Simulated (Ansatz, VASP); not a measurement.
Si: VASP beside Ansatz

The input INCAR:

```
SYSTEM = Si
  ALGO = Normal
  EDIFF = 1E-8
  ENCUT = 520
  GGA = PE
  ISIF = 2
  ISMEAR = -1
  LASPH = .True.
  LCHARG = .False.
  LEFG = .True.
  LREAL = .False.
  LWAVE = .False.
  NBANDS = 11
  NELM = 80
  PREC = Accurate
  SIGMA = 0.08
```

The input KPOINTS:

```
k-points
0
Gamma
  11 11 11
  0 0 0
```

POSCAR

```
Si
1.0
    0.0814641000      2.7562020500      2.7562020500
    2.7562020500      0.0814641000      2.7562020500
    2.7562020500      2.7562020500      0.0814641000
Si
2
Direct
    0.5000000000      0.5000000000      0.5000000000
    0.7500000000      0.7500000000      0.7500000000
```

Input for Ansatz:

```yaml
crystal:
  lattice:
    - [0.0814641, 2.75620205, 2.75620205]
    - [2.75620205, 0.0814641, 2.75620205]
    - [2.75620205, 2.75620205, 0.0814641]
  atoms:
    - { symbol: Si, position: [0.5, 0.5, 0.5] }
    - { symbol: Si, position: [0.75, 0.75, 0.75] }
kpoints:
  mp_grid: { grid: [11, 11, 11] }
scf:
  occupations: { method: fermi_dirac, width: 0.08 }
hamiltonian:
  xc: pbe
  pseudopotentials: { kind: all_electron, datasets: crystal }
output:
  forces: true
  stress: true
  eigenvalues: true
  efg: { contact_densities: true }
```

Change from the starting cell: equal xy, yz and zx shear strains of +3 %, crystal datasets.

Alike in both runs: task electric field gradients; functional PBE; k mesh 11 × 11 × 11; occupations fermi-dirac, width 0.08 eV; no spin polarisation.

|  | VASP | Ansatz |
| --- | --- | --- |
| version | VASP 6.6.1 | Ansatz 0.2.0 |
| potentials or method | VASP PAW PBE potentials, release 64 (Si), cutoff 520 eV | all-electron PAW with datasets made for the crystal, scalar-relativistic |

```tsv
	VASP	Ansatz	Ansatz less VASP
pressure (GPa)	2.2	2.3	+0.04
traceless stress, the component that is largest in VASP (GPa)	-2.97	-2.96	+0.013
rms of the force components (eV/Å)	0.258	0.259	+0.0017
size of Vzz on the site where it differs most (V/Å²)	11.9	11.4	-0.48
```

Atom by atom the forces differ by 0.002 eV/Å (rms over components). Ansatz ran all-electron here, and VASP with PAW potentials.
